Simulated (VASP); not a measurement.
Crystal: NaTiTe3.

```
Na Ti Te
1.0
     4.48000    0.00000    0.00000
     0.00000    4.48000    0.00000
     0.00000    0.00000    4.48000
Na Ti Te
1 1 3
Direct
  0.00000 0.00000 0.00000
  0.50000 0.50000 0.50000
  0.50000 0.50000 0.00000
  0.00000 0.50000 0.50000
  0.50000 0.00000 0.50000
```

- Program: VASP 6.6.1
- Task: relaxation of cell and atoms
- Functional: LDA
- Potentials or basis: VASP PAW LDA potentials, release 64 (Na_pv, Ti_sv, Te)
- Cutoff: 600 eV
- k mesh: 6 × 6 × 6
- Occupations: fermi-dirac, width 0.1 eV
- Spin: no spin polarisation

At the start: pressure 68.7 GPa; volume 17.98 Å³/atom.

Task: Where does the relaxation end?

Result: Over 19 steps the energy falls by 1672.4 meV/atom and the volume is 29.72 Å³/atom (+65.3 %); space group Pm-3m (No. 221, to 0.1 Å) before and after.

Step by step:
```tsv
step	energy change (eV)	largest force (eV/Å)	pressure (GPa)	volume (Å³)
1	0.0000	0.0000	68.73	89.92
2	-5.1885	0.0000	-7.85	232.31
3	-8.3590	0.0000	-0.45	150.53
4	-8.3621	0.0000	-0.12	149.11
5	-8.3612	0.0000	0.34	147.72
6	-8.3612	0.0000	0.34	147.73
7	-8.3613	0.0000	0.33	147.76
8	-8.3613	0.0000	0.33	147.76
9	-8.3613	0.0000	0.33	147.76
10	-8.3613	0.0000	0.33	147.76
11	-8.3613	0.0000	0.32	147.77
12	-8.3613	0.0000	0.33	147.77
13	-8.3613	0.0000	0.32	147.77
14	-8.3613	0.0000	0.32	147.79
15	-8.3614	0.0000	0.31	147.81
16	-8.3615	0.0000	0.29	147.86
17	-8.3616	0.0000	0.26	147.97
18	-8.3619	0.0000	0.19	148.17
19	-8.3622	0.0000	0.05	148.59
```

Final structure:
```
Na Ti Te
1.0
     5.29654    0.00000    0.00000
     0.00000    5.29654    0.00000
     0.00000    0.00000    5.29654
Na Ti Te
1 1 3
Cartesian
  0.0000 0.0000 0.0000
  2.6483 2.6483 2.6483
  2.6483 2.6483 0.0000
  0.0000 2.6483 2.6483
  2.6483 0.0000 2.6483
```

Caveat: the volume moved by over 15 % at a fixed basis, so the end points are rough.
